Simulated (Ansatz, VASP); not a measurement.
## SiC: VASP beside Ansatz

POSCAR

```
SiC
1.0
    0.0000000000      2.1780523510      2.1780523510
    2.1780523510      0.0000000000      2.1780523510
    2.1780523510      2.1780523510      0.0000000000
Si C
1 1
Direct
    0.0000000000      0.0000000000      0.0000000000
    0.2500000000      0.2500000000      0.2500000000
```

The input INCAR.step1:

```
SYSTEM = SiC
ALGO     = Normal         ! electronic algorithm
EDIFF    = 1E-5           ! SCF threshold, eV
ENCUT    = 520            ! plane-wave cutoff, eV
GGA      = PE             ! functional
ISIF     = 2              ! what is computed and relaxed
ISMEAR   = 0              ! smearing method
LASPH    = .TRUE.         ! aspherical terms in the spheres
LCHARG   = .FALSE.        ! write CHGCAR
LREAL    = .FALSE.        ! projectors in reciprocal space
LWAVE    = .TRUE.         ! write WAVECAR
NBANDS   = 11             ! bands
NELM     = 60             ! most SCF steps
PREC     = Accurate       ! precision mode
SIGMA    = 0.01           ! smearing width, eV
```

INCAR.step2

```
SYSTEM = SiC
ALGO     = Normal         ! electronic algorithm
EDIFF    = 1E-7           ! SCF threshold, eV
ENCUT    = 520            ! plane-wave cutoff, eV
GGA      = PE             ! functional
HFSCREEN = 0.2079         ! screening, 1/A
ISIF     = 2              ! what is computed and relaxed
ISMEAR   = 0              ! smearing method
ISTART   = 1            
LASPH    = .TRUE.         ! aspherical terms in the spheres
LCHARG   = .FALSE.        ! write CHGCAR
LHFCALC  = .TRUE.         ! exact exchange
LREAL    = .FALSE.        ! projectors in reciprocal space
LWAVE    = .FALSE.        ! write WAVECAR
NBANDS   = 11             ! bands
NELM     = 60             ! most SCF steps
PREC     = Accurate       ! precision mode
PRECFOCK = Normal       
SIGMA    = 0.01           ! smearing width, eV
```

The input KPOINTS:

```
k-points
0
G
  8 8 8
  0 0 0
```

Input for Ansatz:

```yaml
crystal:
  lattice:
    - [0.0, 2.178052351, 2.178052351]
    - [2.178052351, 0.0, 2.178052351]
    - [2.178052351, 2.178052351, 0.0]
  atoms:
    - { symbol: Si, position: [0.0, 0.0, 0.0] }
    - { symbol: C, position: [0.25, 0.25, 0.25] }
kpoints:
  mp_grid: { grid: [8, 8, 8] }
  band_path:
    path:
      - [0.0, 0.0, 0.0]
      - [-0.5, -0.5, 0.0]
      - [-0.375, -0.375, 0.25]
      - [-0.375, 0.0, 0.375]
      - [0.0, 0.0, 0.5]
      - [-0.5, -0.25, 0.25]
      - [0.0, 0.5, 0.5]
    npoints: 1
hamiltonian:
  xc: hse06
scf:
  occupations: { method: fixed }
  n_extra_bands: 4
output:
  forces: true
  stress: true
  eigenvalues: true
```

Alike in both runs: task single point; functional HSE06; k mesh 8 × 8 × 8; no spin polarisation.

```csv
,VASP,Ansatz
version,VASP 6.6.1,Ansatz 0.2.0
potentials or method,"VASP PAW PBE potentials, release 64 (Si, C)","plane waves, PAW"
plane-wave cutoff (eV),520,420
occupations,"gaussian, width 0.01 eV",fixed
valence electrons in the cell,8,8
```

|  | VASP | Ansatz | Ansatz less VASP |
| --- | --- | --- | --- |
| gap on the k mesh at the Fermi level (eV) | 2.23 | 2.23 | -0.004 |
| pressure (GPa) | -1.5 | -1.1 | +0.38 |

Ansatz's warnings: stress exchange threshold loose, stress scf threshold loose.
